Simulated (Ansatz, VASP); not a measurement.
## One calculation of Sr3Be4, two programs

```
Sr Be
1.0
     6.31051    0.00000    0.00000
     0.00000    6.31051    0.00000
     0.00000    0.00000    6.31051
Sr Be
3 4
Direct
  0.00000 0.50000 0.50000
  0.50000 0.00000 0.50000
  0.50000 0.50000 0.00000
  0.50000 0.00000 0.00000
  0.00000 0.50000 0.00000
  0.00000 0.00000 0.50000
  0.50000 0.50000 0.50000
```

Alike in both runs: functional PBE; k mesh 4 × 4 × 4; occupations gaussian, width 0.1 eV; no spin polarisation.

Ansatz relaxed the structure, and its values are those at the end. VASP's run is a single point on that final structure, the one shown.

|  | VASP | Ansatz |
| --- | --- | --- |
| version | VASP 6.6.1 | Ansatz 0.2.0 |
| potentials or method | VASP PAW PBE potentials, release 64 (Sr_sv, Be), cutoff 520 eV | scalar-relativistic, plane waves, PAW |
| valence electrons in the cell | 38 | 38 |

|  | VASP | Ansatz | Ansatz less VASP |
| --- | --- | --- | --- |
| gap on the k mesh at the Fermi level (eV) | none | none | - |
| pressure (GPa) | 0.1 | 0.1 | -0.02 |

A gap of «none» marks a metal or a gap that the smearing closes.
